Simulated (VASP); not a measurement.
# FeGe (Pm-3m) in VASP: relaxation of cell and atoms with PBE

Aim: the relaxation of cell and atoms of FeGe with PBE.

Program: VASP 6.6.1. These are calculated values, not measurements. Logs are shortened: lines on timing, memory, paths and dates and some standing lists are left out, and cuts for length are marked.

## Step 1: The cell of the first run

Symmetry: Pm-3m, No. 221, cubic system. The conventional cell has a = 2.898 Å, b = 2.898 Å, c = 2.898 Å, α = 90.00°, β = 90.00°, γ = 90.00°. Fe (site symmetry m-3m) has 8 Ge at 2.51 Å and 6 Fe at 2.90 Å within 3.3 Å. Within 3.3 Å of Ge (site symmetry m-3m) lie 8 Fe at 2.51 Å and 6 Ge at 2.90 Å.

The cell was generated, and may not be a known phase.

## Step 2: Relaxation of cell and atoms, PBE

Input file INCAR:

```
SYSTEM = FeGe
ALGO = Normal
EDIFF = 1E-6
EDIFFG = -0.01
ENCUT = 600
GGA = PE
IBRION = 2
ISIF = 3
ISMEAR = 0
LASPH = .True.
LCHARG = .False.
LREAL = .False.
LWAVE = .False.
NELM = 80
NSW = 100
PREC = Accurate
SIGMA = 0.1
```

Input file KPOINTS:

```
k-points
0
Gamma
  20 20 20
  0 0 0
```

Input file POSCAR:

```
FeGe
1.0
    2.8984636767      0.0000000000      0.0000000000
    0.0000000000      2.8984636767      0.0000000000
    0.0000000000      0.0000000000      2.8984636767
Fe Ge
1 1
Direct
    0.0000000000      0.0000000000      0.0000000000
    0.5000000000      0.5000000000      0.5000000000
```

Potentials or basis: VASP PAW PBE potentials, release 64 (Fe, Ge_d).

On the command line:

```console
> cat potpaw_PBE.64/Fe/POTCAR potpaw_PBE.64/Ge_d/POTCAR > POTCAR
> mpirun -np 1 vasp_std > vasp.out
```

OUTCAR:

```text
SYSTEM = FeGe
   EDIFF = 1E-6
   EDIFFG = -0.01
   ENCUT = 600
   GGA = PE
   IBRION = 2
   ISIF = 3
   ISMEAR = 0
   LASPH = .True.
   LREAL = .False.
   NELM = 80
   NSW = 100
   PREC = Accurate

 ion  position               nearest neighbor table
   1  0.000  0.000  0.000-   2 2.51   2 2.51   2 2.51   2 2.51   2 2.51   2 2.51   2 2.51   2 2.51

   2  0.500  0.500  0.500-   1 2.51   1 2.51   1 2.51   1 2.51   1 2.51   1 2.51   1 2.51   1 2.51

  LATTYP: Found a simple cubic cell.
 ALAT       =     2.8984636767

  Lattice vectors:

 A1 = (   2.8984636767,   0.0000000000,   0.0000000000)
 A2 = (   0.0000000000,   2.8984636767,   0.0000000000)
 A3 = (   0.0000000000,   0.0000000000,   2.8984636767)

Analysis of symmetry for initial positions (statically):
=====================================================================
 Subroutine PRICEL returns:
 Original cell was already a primitive cell.

 Routine SETGRP: Setting up the symmetry group for a
 simple cubic supercell.

 Subroutine GETGRP returns: Found 48 space group operations
 (whereof 48 operations were pure point group operations)
 out of a pool of 48 trial point group operations.

The static configuration has the point symmetry O_h .

Analysis of symmetry for dynamics (positions and initial velocities):
=====================================================================
 Subroutine PRICEL returns:
 Original cell was already a primitive cell.

 Routine SETGRP: Setting up the symmetry group for a
 simple cubic supercell.

 Subroutine GETGRP returns: Found 48 space group operations
 (whereof 48 operations were pure point group operations)
 out of a pool of 48 trial point group operations.

The dynamic configuration has the point symmetry O_h .

 Subroutine INISYM returns: Found 48 space group operations
 (whereof 48 operations are pure point group operations),
 and found     1 'primitive' translations

----------------------------------------------------------------------------------------

                                     Primitive cell

  volume of cell :      24.3503

  direct lattice vectors                    reciprocal lattice vectors
     2.898463677  0.000000000  0.000000000     0.345010361  0.000000000  0.000000000
     0.000000000  2.898463677  0.000000000     0.000000000  0.345010361  0.000000000
     0.000000000  0.000000000  2.898463677     0.000000000  0.000000000  0.345010361

  length of vectors
     2.898463677  2.898463677  2.898463677     0.345010361  0.345010361  0.345010361

  position of ions in fractional coordinates (direct lattice)
     0.000000000  0.000000000  0.000000000
     0.500000000  0.500000000  0.500000000

  ion indices of the primitive-cell ions
   primitive index   ion index
                 1           1
                 2           2

----------------------------------------------------------------------------------------

 KPOINTS: k-points

Automatic generation of k-mesh.
 Grid dimensions read from file:
 generate k-points for:   20   20   20

 Generating k-lattice:

  Cartesian coordinates                     Fractional coordinates (reciprocal lattice)
     0.017250518  0.000000000  0.000000000     0.050000000  0.000000000  0.000000000
     0.000000000  0.017250518  0.000000000     0.000000000  0.050000000  0.000000000
     0.000000000  0.000000000  0.017250518     0.000000000  0.000000000  0.050000000

  Length of vectors
     0.017250518  0.017250518  0.017250518

  Shift w.r.t. Gamma in fractional coordinates (k-lattice)
     0.000000000  0.000000000  0.000000000

 Subroutine IBZKPT returns following result:
 ===========================================

 Found    286 irreducible k-points:

 Following reciprocal coordinates:
            Coordinates               Weight
  0.000000  0.000000  0.000000      1.000000
  0.050000  0.000000  0.000000      6.000000
  0.100000  0.000000  0.000000      6.000000
  0.150000  0.000000  0.000000      6.000000
  0.200000  0.000000  0.000000      6.000000
  0.250000  0.000000  0.000000      6.000000
[... 16 lines left out ...]
  0.150000  0.100000  0.000000     24.000000
  0.200000  0.100000  0.000000     24.000000
 [... further k-points ...]
   k-points           NKPTS =    286   k-points in BZ     NKDIM =    286   number of bands    NBANDS=     15
   number of dos      NEDOS =    301   number of ions     NIONS =      2
   total plane-waves  NPLWV =  13824
   dimension x,y,z NGX =    24 NGY =   24 NGZ =   24
   dimension x,y,z NGXF=    48 NGYF=   48 NGZF=   48
   ions per type =               1   1
   NGX,Y,Z   is equivalent  to a cutoff of  13.77, 13.77, 13.77 a.u.
   NGXF,Y,Z  is equivalent  to a cutoff of  27.53, 27.53, 27.53 a.u.
 SYSTEM =  FeGe
   PREC   = accura    normal or accurate (medium, high low for compatibility)
   ISTART =      0    job   : 0-new  1-cont  2-samecut
   ICHARG =      2    charge: 1-file 2-atom 10-const
   ISPIN  =      1    spin polarized calculation?
   LNONCOLLINEAR =      F non collinear calculations
   LSORBIT =      F    spin-orbit coupling
   LASPH  =      T    aspherical Exc in radial PAW
   ENCUT  =  600.0 eV  44.10 Ry    6.64 a.u.   5.79  5.79  5.79*2*pi/ulx,y,z
   NELM   =     80;   NELMIN=  2; NELMDL= -5     # of ELM steps
   EDIFF  = 0.1E-05   stopping-criterion for ELM
   LREAL  =      F    real-space projection
   EDIFFG = -.1E-01   stopping-criterion for IOM
   NSW    =    100    number of steps for IOM
   IBRION =      2    ionic relax: 0-MD 1-quasi-New 2-CG
   NFREE  =      1    steps in history (QN), initial steepest desc. (CG)
   ISIF   =      3    stress and relaxation
   ISYM   =      2    0-nonsym 1-usesym 2-fastsym
   POTIM  = 0.5000    time-step for ionic-motion
   TEBEG  =    0.0;   TEEND  =   0.0 temperature during run
   PSTRESS=    0.0 pullay stress
   NELECT =      22.0000    total number of electrons
   NUPDOWN=      -1.0000    fix difference up-down
   EMIN   =  10.00;   EMAX   =-10.00  energy-range for DOS
   EFERMI =   0.00;   METHOD = LEGACY
   ISMEAR =     0;   SIGMA  =   0.10  broadening in eV -4-tet -1-fermi 0-gaus
   EFERMI_NEDOS =   21; number of points for ismear=-14 and -15
   IALGO  =     38    algorithm
   IMIX   =      4    mixing-type and parameters
     AMIX     =   0.40;   BMIX     =  1.00
     AMIX_MAG =   1.60;   BMIX_MAG =  1.00
  volume/ion in A,a.u.               =      12.18        82.16
  Fermi-wavevector in a.u.,A,eV,Ry     =   1.582637  2.990749 34.079036  2.504739
  Thomas-Fermi vector in A             =   2.682529
   LORBIT       =      0    0 simple, 1 ext, 2 COOP (PROOUT), +10 PAW based schemes
   GGA     = PE    functional components
   LHFCALC =     F    Hartree Fock is set to
   AEXX    =    0.0000 exact exchange contribution
   IVDW    =     0    specifies the selected vdW correction
   LEPSILON=     F    determine dielectric tensor
   LRPA    =     F    only Hartree local field effects (RPA)
 conjugate gradient relaxation of ions
 non-spin polarized calculation
 Gauss-broadening in eV      SIGMA  =   0.10
  energy-cutoff  :      600.00
  volume of cell :       24.35
 maximum number of plane-waves:       840
 NGX is ok and might be reduce to    24
   NGX = 11   NGY = 11   NGZ = 11

--------------------------------------- Ionic step        1  -------------------------------------------

 number of electron      22.0000008 magnetization

 Free energy of the ion-electron system (eV)
  ---------------------------------------------------
  ext. energy  EPLUGINS =         0.00000000
  ---------------------------------------------------
  free energy    TOTEN  =       -12.74488528 eV

  energy without entropy =      -12.74236233  energy(sigma->0) =      -12.74362380

------------------------ aborting loop because EDIFF is reached ----------------------------------------

  FORCE on cell =-STRESS in cart. coord.  units (eV):
  Direction    XX          YY          ZZ          XY          YZ          ZX
  --------------------------------------------------------------------------------------
  -------------------------------------------------------------------------------------
  Total       -0.1053058     -0.1053058     -0.1053058     -0.0000000     -0.0000000      0.0000000
  in kB       -6.9288211     -6.9288211     -6.9288211     -0.0000000     -0.0000000      0.0000000
  external PRESSURE =      -6.9288211 kB  Pullay stress =       0.0000000 kB

 VOLUME and BASIS-vectors are now :
 -----------------------------------------------------------------------------
  energy-cutoff  :      600.00
  volume of cell :       24.35
      direct lattice vectors                 reciprocal lattice vectors
     2.898463677  0.000000000  0.000000000     0.345010361  0.000000000  0.000000000
     0.000000000  2.898463677  0.000000000     0.000000000  0.345010361  0.000000000
     0.000000000  0.000000000  2.898463677     0.000000000  0.000000000  0.345010361
[... 37 lines left out ...]
 POSITION                                       TOTAL-FORCE (eV/Angst)
 -----------------------------------------------------------------------------------
      0.00000      0.00000      0.00000         0.000000      0.000000      0.000000
      1.44555      1.44555      1.44555        -0.000000     -0.000000      0.000000
 -----------------------------------------------------------------------------------
    total drift:                                0.000000      0.000000     -0.000000

  FREE ENERGIE OF THE ION-ELECTRON SYSTEM (eV)
  ---------------------------------------------------
  free  energy   TOTEN  =       -12.7448518544 eV

  energy  without entropy=      -12.7422910721  energy(sigma->0) =      -12.74357146

--------------------------------------- Ionic step        3  -------------------------------------------

 number of electron      22.0000006 magnetization

 Free energy of the ion-electron system (eV)
  ---------------------------------------------------
  ext. energy  EPLUGINS =         0.00000000
  ---------------------------------------------------
  free energy    TOTEN  =       -12.74507056 eV

  energy without entropy =      -12.74252547  energy(sigma->0) =      -12.74379802

 E-fermi :   8.9568     XC(G=0): -13.2470

 val. band max:        8.9429105657   @ k =   0.4500   0.4000   0.3000
 cond. band min:       8.9584869143   @ k =   0.4500   0.3500   0.3000
 fundamental gap:      0.0155763486
 Fermi energy:         8.9567834014

 k-point     1 :       0.0000    0.0000    0.0000
  band No.  band energies     occupation
      1     -16.0167      2.00000
      2     -16.0167      2.00000
      3     -15.8876      2.00000
      4     -15.8876      2.00000
      5     -15.8876      2.00000
      6      -4.9287      2.00000
      7       6.2300      2.00000
      8       6.2300      2.00000
      9       8.4782      2.00000
     10       8.4782      2.00000
     11       8.4782      2.00000
     12      11.9961      0.00000
     13      11.9961      0.00000
     14      11.9961      0.00000
     15      18.6745      0.00000
[... 397 lines left out ...]
 k-point    24 :       0.2000    0.1000    0.0000
  band No.  band energies     occupation
      1     -16.0044      2.00000
      2     -15.9693      2.00000
      3     -15.9049      2.00000
      4     -15.9003      2.00000
      5     -15.8892      2.00000
      6      -4.0429      2.00000
      7       5.4404      2.00000
      8       6.2931      2.00000
      9       7.6013      2.00000
     10       7.8407      2.00000
     11       8.3995      2.00000
     12       9.9176      0.00000
     13      12.1986      0.00000
     14      13.6223      0.00000
     15      18.8080      0.00000

 [... further k-points ...]

------------------------ aborting loop because EDIFF is reached ----------------------------------------

  FORCE on cell =-STRESS in cart. coord.  units (eV):
  Direction    XX          YY          ZZ          XY          YZ          ZX
  --------------------------------------------------------------------------------------
  -------------------------------------------------------------------------------------
  Total        0.0025378      0.0025378      0.0025378     -0.0000000     -0.0000000      0.0000000
  in kB        0.1675931      0.1675931      0.1675931     -0.0000000     -0.0000000      0.0000000
  external PRESSURE =       0.1675931 kB  Pullay stress =       0.0000000 kB

 VOLUME and BASIS-vectors are now :
 -----------------------------------------------------------------------------
  energy-cutoff  :      600.00
  volume of cell :       24.26
      direct lattice vectors                 reciprocal lattice vectors
     2.894919028 -0.000000000  0.000000000     0.345432805  0.000000000  0.000000000
    -0.000000000  2.894919028  0.000000000     0.000000000  0.345432805  0.000000000
    -0.000000000 -0.000000000  2.894919028    -0.000000000 -0.000000000  0.345432805

 POSITION                                       TOTAL-FORCE (eV/Angst)
 -----------------------------------------------------------------------------------
      0.00000      0.00000      0.00000         0.000000      0.000000      0.000000
      1.44746      1.44746      1.44746        -0.000000     -0.000000      0.000000
 -----------------------------------------------------------------------------------
    total drift:                                0.000000      0.000000     -0.000000

  FREE ENERGIE OF THE ION-ELECTRON SYSTEM (eV)
  ---------------------------------------------------
  free  energy   TOTEN  =       -12.7450705583 eV

  energy  without entropy=      -12.7425254746  energy(sigma->0) =      -12.74379802

 reached required accuracy - stopping structural energy minimisation
```

Run time: 3.7 min. Hardware: 1 thread of Intel Xeon 8259CL, shared host; peak memory 0.27 GiB.

What came out:

| Item | Value |
| --- | --- |
| Free energy | -12.7451 eV |
| Relaxed volume | 12.13 Å³/atom |
| Relaxed cell | a = 2.895 Å, b = 2.895 Å, c = 2.895 Å, α = 90.00°, β = 90.00°, γ = 90.00° |
| Space group after relaxing (to 0.1 Å) | Pm-3m (No. 221) |
| Energy gained by relaxing | 0.1 meV/atom |
| Ionic steps | 3 |
| Pressure after relaxing | 0.0 GPa |
| Band gap on the k mesh | zero (bands 11 and 12 overlap by 0.45 eV) |

The path:
```
step  energy change (eV)  largest force (eV/Å)  pressure (GPa)  volume (Å³)
   1              0.0000                0.0000           -0.69        24.35
   2              0.0000                0.0000            0.75        24.17
   3             -0.0002                0.0000            0.02        24.26
```

Final structure:
```
Fe Ge
1.0
     2.89492    0.00000    0.00000
     0.00000    2.89492    0.00000
     0.00000    0.00000    2.89492
Fe Ge
1 1
Direct
  0.00000 0.00000 0.00000
  0.50000 0.50000 0.50000
```

Caveat: the run has no spin polarisation, though such a crystal can be magnetic. Spin polarisation is off, so any magnetic state and its effect on volume and gap are missing.
